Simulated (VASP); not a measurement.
# Pb (Fm-3m) in VASP: further runs

Pb is run at these levels: LDA; tasks: single point.

Program: VASP 6.6.1. These are calculated values, not measurements. Logs are shortened: lines on timing, memory, paths and dates and some standing lists are left out, and cuts for length are marked.

### Step 1. The cell of the first run

Symmetry: Fm-3m, No. 225, cubic system. Conventional cell: a = 4.950 Å, b = 4.950 Å, c = 4.950 Å, α = 90.00°, β = 90.00°, γ = 90.00°. Within 4.6 Å of Pb (site symmetry m-3m) lie 12 Pb at 3.50 Å.

### Step 2. Single point, LDA

INCAR

```
SYSTEM = Pb
  PREC = Accurate
  ENCUT = 500
  EDIFF = 1E-6
  ISMEAR = -1
  SIGMA = 0.3
  LREAL = .False.
  LASPH = .True.
  NELM = 120
  ALGO = Normal
  ISIF = 2
  LWAVE = .False.
  LCHARG = .False.
  NBANDS = 13
  GGA_COMPAT = .False.
```

KPOINTS

```
regular mesh
0
Gamma
  3 3 3
  0 0 0
```

POSCAR

```
Pb
1.0
    0.0000000000      2.4750200000      2.4750200000
    2.4750200000      0.0000000000      2.4750200000
    2.4750200000      2.4750200000      0.0000000000
Pb
1
Direct
    0.0000000000      0.0000000000      0.0000000000
```

Potentials or basis: VASP PAW LDA potentials, release 64 (Pb_d).

Command:

```console
$ cat potpaw_LDA.64/Pb_d/POTCAR > POTCAR
$ mpirun -np 1 vasp_std > vasp.out
```

OUTCAR:

```text
SYSTEM = Pb
   PREC = Accurate
   ENCUT = 500
   EDIFF = 1E-6
   ISMEAR = -1
   LREAL = .False.
   LASPH = .True.
   NELM = 120
   ISIF = 2

 ion  position               nearest neighbor table
   1  0.000  0.000  0.000-

  LATTYP: Found a face centered cubic cell.
 ALAT       =     4.9500400000

  Lattice vectors:

 A1 = (   0.0000000000,   2.4750200000,   2.4750200000)
 A2 = (   2.4750200000,   0.0000000000,   2.4750200000)
 A3 = (   2.4750200000,   2.4750200000,   0.0000000000)

Analysis of symmetry for initial positions (statically):
=====================================================================
 Subroutine PRICEL returns:
 Original cell was already a primitive cell.

 Routine SETGRP: Setting up the symmetry group for a
 face centered cubic supercell.

 Subroutine GETGRP returns: Found 48 space group operations
 (whereof 48 operations were pure point group operations)
 out of a pool of 48 trial point group operations.

The static configuration has the point symmetry O_h .

Analysis of symmetry for dynamics (positions and initial velocities):
=====================================================================
 Subroutine PRICEL returns:
 Original cell was already a primitive cell.

 Routine SETGRP: Setting up the symmetry group for a
 face centered cubic supercell.

 Subroutine GETGRP returns: Found 48 space group operations
 (whereof 48 operations were pure point group operations)
 out of a pool of 48 trial point group operations.

The dynamic configuration has the point symmetry O_h .

 Subroutine INISYM returns: Found 48 space group operations
 (whereof 48 operations are pure point group operations),
 and found     1 'primitive' translations

----------------------------------------------------------------------------------------

                                     Primitive cell

  volume of cell :      30.3226

  direct lattice vectors                    reciprocal lattice vectors
     0.000000000  2.475020000  2.475020000    -0.202018570  0.202018570  0.202018570
     2.475020000  0.000000000  2.475020000     0.202018570 -0.202018570  0.202018570
     2.475020000  2.475020000  0.000000000     0.202018570  0.202018570 -0.202018570

  length of vectors
     3.500206851  3.500206851  3.500206851     0.349906427  0.349906427  0.349906427

  position of ions in fractional coordinates (direct lattice)
     0.000000000  0.000000000  0.000000000

  ion indices of the primitive-cell ions
   primitive index   ion index
                 1           1

----------------------------------------------------------------------------------------

 KPOINTS: regular mesh

Automatic generation of k-mesh.
 Grid dimensions read from file:
 generate k-points for:    3    3    3

 Generating k-lattice:

  Cartesian coordinates                     Fractional coordinates (reciprocal lattice)
    -0.067339523  0.067339523  0.067339523     0.333333333  0.000000000  0.000000000
     0.067339523 -0.067339523  0.067339523     0.000000000  0.333333333  0.000000000
     0.067339523  0.067339523 -0.067339523     0.000000000  0.000000000  0.333333333

  Length of vectors
     0.116635476  0.116635476  0.116635476

  Shift w.r.t. Gamma in fractional coordinates (k-lattice)
     0.000000000  0.000000000  0.000000000

 Subroutine IBZKPT returns following result:
 ===========================================

 Found      4 irreducible k-points:

 Following reciprocal coordinates:
            Coordinates               Weight
  0.000000  0.000000  0.000000      1.000000
  0.333333  0.000000  0.000000      8.000000
  0.333333  0.333333  0.000000      6.000000
 -0.333333  0.333333  0.000000     12.000000
   k-points           NKPTS =      4   k-points in BZ     NKDIM =      4   number of bands    NBANDS=     13
   number of dos      NEDOS =    301   number of ions     NIONS =      1
   total plane-waves  NPLWV =  21952
   dimension x,y,z NGX =    28 NGY =   28 NGZ =   28
   dimension x,y,z NGXF=    56 NGYF=   56 NGZF=   56
   ions per type =               1
   NGX,Y,Z   is equivalent  to a cutoff of  13.30, 13.30, 13.30 a.u.
   NGXF,Y,Z  is equivalent  to a cutoff of  26.60, 26.60, 26.60 a.u.
 SYSTEM =  Pb
   PREC   = accura    normal or accurate (medium, high low for compatibility)
   ISTART =      0    job   : 0-new  1-cont  2-samecut
   ICHARG =      2    charge: 1-file 2-atom 10-const
   ISPIN  =      1    spin polarized calculation?
   LNONCOLLINEAR =      F non collinear calculations
   LSORBIT =      F    spin-orbit coupling
   LASPH  =      T    aspherical Exc in radial PAW
   ENCUT  =  500.0 eV  36.75 Ry    6.06 a.u.   6.38  6.38  6.38*2*pi/ulx,y,z
   NELM   =    120;   NELMIN=  2; NELMDL= -5     # of ELM steps
   EDIFF  = 0.1E-05   stopping-criterion for ELM
   LREAL  =      F    real-space projection
   EDIFFG = 0.1E-04   stopping-criterion for IOM
   NSW    =      0    number of steps for IOM
   IBRION =     -1    ionic relax: 0-MD 1-quasi-New 2-CG
   NFREE  =      0    steps in history (QN), initial steepest desc. (CG)
   ISIF   =      2    stress and relaxation
   ISYM   =      2    0-nonsym 1-usesym 2-fastsym
   POTIM  = 0.5000    time-step for ionic-motion
   TEBEG  =    0.0;   TEEND  =   0.0 temperature during run
   PSTRESS=    0.0 pullay stress
   NELECT =      14.0000    total number of electrons
   NUPDOWN=      -1.0000    fix difference up-down
   EMIN   =  10.00;   EMAX   =-10.00  energy-range for DOS
   EFERMI =   0.00;   METHOD = LEGACY
   ISMEAR =    -1;   SIGMA  =   0.30  broadening in eV -4-tet -1-fermi 0-gaus
   EFERMI_NEDOS =   21; number of points for ismear=-14 and -15
   IALGO  =     38    algorithm
   IMIX   =      4    mixing-type and parameters
     AMIX     =   0.40;   BMIX     =  1.00
     AMIX_MAG =   1.60;   BMIX_MAG =  1.00
  volume/ion in A,a.u.               =      30.32       204.63
  Fermi-wavevector in a.u.,A,eV,Ry     =   1.265306  2.391081 21.782907  1.600999
  Thomas-Fermi vector in A             =   2.398566
   LORBIT       =      0    0 simple, 1 ext, 2 COOP (PROOUT), +10 PAW based schemes
   GGA     = CA    functional components
   LHFCALC =     F    Hartree Fock is set to
   AEXX    =    0.0000 exact exchange contribution
   IVDW    =     0    specifies the selected vdW correction
   LEPSILON=     F    determine dielectric tensor
   LRPA    =     F    only Hartree local field effects (RPA)
 non-spin polarized calculation
  energy-cutoff  :      500.00
  volume of cell :       30.32
 maximum number of plane-waves:       776
 NGX is ok and might be reduce to    28
   NGX = 13   NGY = 13   NGZ = 13

 number of electron      13.9999999 magnetization

 Free energy of the ion-electron system (eV)
  ---------------------------------------------------
  ext. energy  EPLUGINS =         0.00000000
  ---------------------------------------------------
  free energy    TOTEN  =        -4.22101968 eV

  energy without entropy =       -3.89785027  energy(sigma->0) =       -4.05943497

 E-fermi :   5.8591     XC(G=0): -10.4702

 val. band max:        5.4515719390   @ k =   0.3333   0.0000   0.0000
 cond. band min:       6.9374753727   @ k =   0.3333   0.3333   0.0000
 fundamental gap:      1.4859034336
 Fermi energy:         5.8590983706

 k-point     1 :       0.0000    0.0000    0.0000
  band No.  band energies     occupation
      1     -10.0621      2.00000
      2     -10.0621      2.00000
      3     -10.0621      2.00000
      4      -9.9165      2.00000
      5      -9.9165      2.00000
      6      -4.7844      2.00000
      7      14.3293      0.00000
      8      14.3293      0.00000
      9      14.3293      0.00000
     10      16.8181      0.00000
     11      18.4601      0.00000
     12      19.5032      0.00000
     13      19.5032      0.00000

 k-point     2 :       0.3333    0.0000    0.0000
  band No.  band energies     occupation
      1     -10.0792      2.00000
      2     -10.0335      2.00000
      3     -10.0335      2.00000
      4      -9.8361      2.00000
      5      -9.8361      2.00000
      6      -2.6995      2.00000
      7       5.4516      1.59101
      8      12.8806      0.00000
      9      12.8806      0.00000
     10      16.0021      0.00000
     11      17.6200      0.00000
     12      18.7476      0.00000
     13      18.7476      0.00000

 k-point     3 :       0.3333    0.3333    0.0000
  band No.  band energies     occupation
      1     -10.1857      2.00000
      2     -10.0711      2.00000
      3      -9.8321      2.00000
      4      -9.8321      2.00000
      5      -9.8231      2.00000
      6      -1.9976      2.00000
      7       6.9375      0.05347
      8       9.8783      0.00000
      9       9.8783      0.00000
     10      13.4033      0.00000
     11      14.1280      0.00000
     12      24.9967      0.00000
     13      25.0049      0.00000

 k-point     4 :      -0.3333    0.3333    0.0000
  band No.  band energies     occupation
      1     -10.1157      2.00000
      2      -9.9553      2.00000
      3      -9.9106      2.00000
      4      -9.8840      2.00000
      5      -9.8233      2.00000
      6      -0.2236      2.00000
      7       5.1828      1.81004
      8       5.4408      1.60254
      9      10.6018      0.00000
     10      13.9860      0.00000
     11      20.7621      0.00000
     12      22.3801      0.00000
     13      22.3939      0.00000

------------------------ aborting loop because EDIFF is reached ----------------------------------------

  FORCE on cell =-STRESS in cart. coord.  units (eV):
  Direction    XX          YY          ZZ          XY          YZ          ZX
  --------------------------------------------------------------------------------------
  -------------------------------------------------------------------------------------
  Total       -0.4472039     -0.4472039     -0.4472039     -0.0000000     -0.0000000     -0.0000000
  in kB      -23.6292570    -23.6292570    -23.6292570     -0.0000000     -0.0000000     -0.0000000
  external PRESSURE =     -23.6292570 kB  Pullay stress =       0.0000000 kB

 VOLUME and BASIS-vectors are now :
 -----------------------------------------------------------------------------
  energy-cutoff  :      500.00
  volume of cell :       30.32
      direct lattice vectors                 reciprocal lattice vectors
     0.000000000  2.475020000  2.475020000    -0.202018570  0.202018570  0.202018570
     2.475020000  0.000000000  2.475020000     0.202018570 -0.202018570  0.202018570
     2.475020000  2.475020000  0.000000000     0.202018570  0.202018570 -0.202018570

 POSITION                                       TOTAL-FORCE (eV/Angst)
 -----------------------------------------------------------------------------------
      0.00000      0.00000      0.00000         0.000000      0.000000     -0.000000
 -----------------------------------------------------------------------------------
    total drift:                               -0.000000     -0.000000     -0.000000

  FREE ENERGIE OF THE ION-ELECTRON SYSTEM (eV)
  ---------------------------------------------------
  free  energy   TOTEN  =        -4.2210196756 eV

  energy  without entropy=       -3.8978502730  energy(sigma->0) =       -4.05943497
```

Run time: 2.2 s. Hardware: 1 thread of Intel Xeon 6975P-C (Granite Rapids), shared host; peak memory 0.13 GiB.

What came out:

```yaml
Free_energy: -4.2210 eV
Pressure: -2.4 GPa
Band_gap_on_the_k_mesh: zero (bands 7 and 8 overlap by 8.89 eV)
```

Caveat: the k points lie up to 0.73 Å⁻¹ apart, too coarse for converged energies and pressures of a metal; so wide a smearing shifts energies and pressures; spin-orbit coupling is left out, which moves the levels of the heavy elements.

### Step 3. Single point, LDA

INCAR

```
SYSTEM = Pb
PREC     = Accurate       ! precision mode
ENCUT    = 500            ! plane-wave cutoff, eV
EDIFF    = 1E-6           ! SCF threshold, eV
ISMEAR   = -1             ! smearing method
SIGMA    = 0.3            ! smearing width, eV
LREAL    = .FALSE.        ! projectors in reciprocal space
LASPH    = .TRUE.         ! aspherical terms in the spheres
NELM     = 120            ! most SCF steps
ALGO     = Normal         ! electronic algorithm
ISIF     = 2              ! what is computed and relaxed
LWAVE    = .FALSE.        ! write WAVECAR
LCHARG   = .TRUE.         ! write CHGCAR
LELF     = .TRUE.         ! ELF
LVHAR    = .TRUE.       
NBANDS   = 13             ! bands
GGA_COMPAT= .FALSE.
```

KPOINTS

```
regular mesh
0
G
  4 4 4
  0 0 0
```

POSCAR is that of step 2.

Potentials or basis: VASP PAW LDA potentials, release 64 (Pb_d).

Command:

```console
$ cat potpaw_LDA.64/Pb_d/POTCAR > POTCAR
$ mpirun -np 1 vasp_std > vasp.out
```

OUTCAR:

```text
SYSTEM = Pb
   PREC = Accurate
   ENCUT = 500
   EDIFF = 1E-6
   ISMEAR = -1
   LREAL = .FALSE.
   LASPH = .TRUE.
   NELM = 120
   ISIF = 2

 ion  position               nearest neighbor table
   1  0.000  0.000  0.000-

  LATTYP: Found a face centered cubic cell.
 ALAT       =     4.9500400000

  Lattice vectors:

 A1 = (   0.0000000000,   2.4750200000,   2.4750200000)
 A2 = (   2.4750200000,   0.0000000000,   2.4750200000)
 A3 = (   2.4750200000,   2.4750200000,   0.0000000000)

[... 288 lines left out ...]
     13      19.8696      0.00000

------------------------ aborting loop because EDIFF is reached ----------------------------------------

  FORCE on cell =-STRESS in cart. coord.  units (eV):
  Direction    XX          YY          ZZ          XY          YZ          ZX
  --------------------------------------------------------------------------------------
  -------------------------------------------------------------------------------------
  Total       -0.2843820     -0.2843820     -0.2843820     -0.0000000     -0.0000000      0.0000000
  in kB      -15.0261090    -15.0261090    -15.0261090     -0.0000000     -0.0000000      0.0000000
  external PRESSURE =     -15.0261090 kB  Pullay stress =       0.0000000 kB

 VOLUME and BASIS-vectors are now :
 -----------------------------------------------------------------------------
  energy-cutoff  :      500.00
  volume of cell :       30.32
      direct lattice vectors                 reciprocal lattice vectors
     0.000000000  2.475020000  2.475020000    -0.202018570  0.202018570  0.202018570
     2.475020000  0.000000000  2.475020000     0.202018570 -0.202018570  0.202018570
     2.475020000  2.475020000  0.000000000     0.202018570  0.202018570 -0.202018570

 POSITION                                       TOTAL-FORCE (eV/Angst)
 -----------------------------------------------------------------------------------
      0.00000      0.00000      0.00000         0.000000     -0.000000      0.000000
 -----------------------------------------------------------------------------------
    total drift:                               -0.000000     -0.000000     -0.000000

  FREE ENERGIE OF THE ION-ELECTRON SYSTEM (eV)
  ---------------------------------------------------
  free  energy   TOTEN  =        -4.2103789955 eV

  energy  without entropy=       -4.0041659880  energy(sigma->0) =       -4.10727249
```

stdout:

```text
POSCAR found type information on POSCAR Pb
 POSCAR found :  1 types and       1 ions
 scaLAPACK will be used
 LDA part: xc-table for (Slater(with rela. corr.)+CA(PZ))
 , standard interpolation
 POSCAR, INCAR and KPOINTS ok, starting setup
 FFT: planning ... GRIDC
 FFT: planning ... GRID_SOFT
 FFT: planning ... GRID
 WAVECAR not read
 entering main loop
```

Wall time 2.7 s (1 thread of Intel Xeon 6975P-C (Granite Rapids), shared host); peak memory 0.13 GiB.

What came out:

| Item | Value |
| --- | --- |
| Free energy | -4.2104 eV |
| Pressure | -1.5 GPa |
| Band gap on the k mesh | zero (bands 7 and 8 overlap by 8.72 eV) |

Levels at points of the mesh, in eV from the Fermi level:
```tsv
k point	band 4	band 5	band 6	band 7	band 8	band 9	band 10	band 11
(0.00, 0.00, 0.00)	-17.09	-17.09	-11.98	7.13	7.13	7.13	9.61	11.25
(0.50, 0.00, 0.00)	-16.96	-16.96	-8.37	-4.41	5.30	5.30	9.10	9.33
(0.50, 0.50, 0.00)	-16.92	-16.92	-6.97	-3.49	1.80	1.80	5.26	6.51
```

Caveat: the k points lie up to 0.55 Å⁻¹ apart, too coarse for converged energies and pressures of a metal; so wide a smearing shifts energies and pressures; spin-orbit coupling is left out, which moves the levels of the heavy elements.

### Step 4. Single point, LDA

INCAR

```
SYSTEM = Pb
ALGO = Normal
EDIFF = 1E-6
ENCUT = 500
GGA_COMPAT = .FALSE.
ISIF = 2
ISMEAR = -1
LASPH = .TRUE.
LCHARG = .FALSE.
LREAL = .FALSE.
LWAVE = .FALSE.
NBANDS = 13
NELM = 120
PREC = Accurate
SIGMA = 0.3
```

KPOINTS

```
k-points
0
G
  5 5 5
  0 0 0
```

POSCAR is that of step 3.

Command:

```console
$ cat potpaw_LDA.64/Pb_d/POTCAR > POTCAR
$ mpirun -np 1 vasp_std > vasp.out
```

Run time: 3.2 s. Hardware: 1 thread of Intel Xeon 6975P-C (Granite Rapids), shared host; peak memory 0.14 GiB.

Results (log left out):

* Free energy: -4.3156 eV
* Pressure: -1.8 GPa
* Band gap on the k mesh: zero (bands 7 and 8 overlap by 7.94 eV)

Levels at points of the mesh, in eV from the Fermi level:
```tsv
k point	band 4	band 5	band 6	band 7	band 8	band 9	band 10	band 11
(0.00, 0.00, 0.00)	-16.72	-16.72	-11.62	7.50	7.50	7.50	9.98	11.62
```

Caveat: the k points lie up to 0.44 Å⁻¹ apart, too coarse for converged energies and pressures of a metal; so wide a smearing shifts energies and pressures; spin-orbit coupling is left out, which moves the levels of the heavy elements.

### Step 5. Single point, LDA

INCAR

```
PREC = Accurate ; ENCUT = 500
EDIFF = 1E-6 ; ISMEAR = -1
SIGMA = 0.3 ; LREAL = False
LASPH = True ; NELM = 120
ALGO = Normal ; ISIF = 2
LWAVE = False ; LCHARG = False
NBANDS = 13 ; GGA_COMPAT = False
```

KPOINTS

```
regular mesh
0
Gamma
  6 6 6
```

POSCAR is that of step 4.

Command:

```console
$ cat potpaw_LDA.64/Pb_d/POTCAR > POTCAR
$ mpirun -np 1 vasp_std > vasp.out
```

Wall time 3 s (1 thread of Intel Xeon 6975P-C (Granite Rapids), shared host); peak memory 0.13 GiB.

The run converged. Its results:

- Free energy: -4.2772 eV
- Pressure: -0.9 GPa
- Band gap on the k mesh: zero (bands 7 and 8 overlap by 8.90 eV)

Levels at points of the mesh, in eV from the Fermi level:
```tsv
k point	band 5	band 6	band 7	band 8	band 9	band 10
(0.00, 0.00, 0.00)	-16.95	-11.85	7.26	7.26	7.26	9.74
(0.50, 0.00, 0.00)	-16.81	-8.24	-4.29	5.43	5.43	9.22
(0.50, 0.50, 0.00)	-16.77	-6.83	-3.36	1.92	1.92	5.37
```

Caveat: the k points lie up to 0.37 Å⁻¹ apart, too coarse for converged energies and pressures of a metal; so wide a smearing shifts energies and pressures; spin-orbit coupling is left out, which moves the levels of the heavy elements.

### Step 6. Overview

```csv
k mesh,gap on the mesh (eV),pressure (GPa)
3 × 3 × 3,none,-2.4
4 × 4 × 4,none,-1.5
5 × 5 × 5,none,-1.8
6 × 6 × 6,none,-0.9
```

Alike in all rows: task single point; level LDA; potentials or basis VASP PAW LDA potentials, release 64 (Pb_d); no spin polarisation; cell as given; cutoff (eV) 500; smearing fermi-dirac 0.3 eV.

Caveats: all runs use coarse meshes; so wide a smearing shifts energies and pressures; spin-orbit coupling is left out, which moves the levels of the heavy elements.

Absolute energies hang on the potentials; compare differences alone.
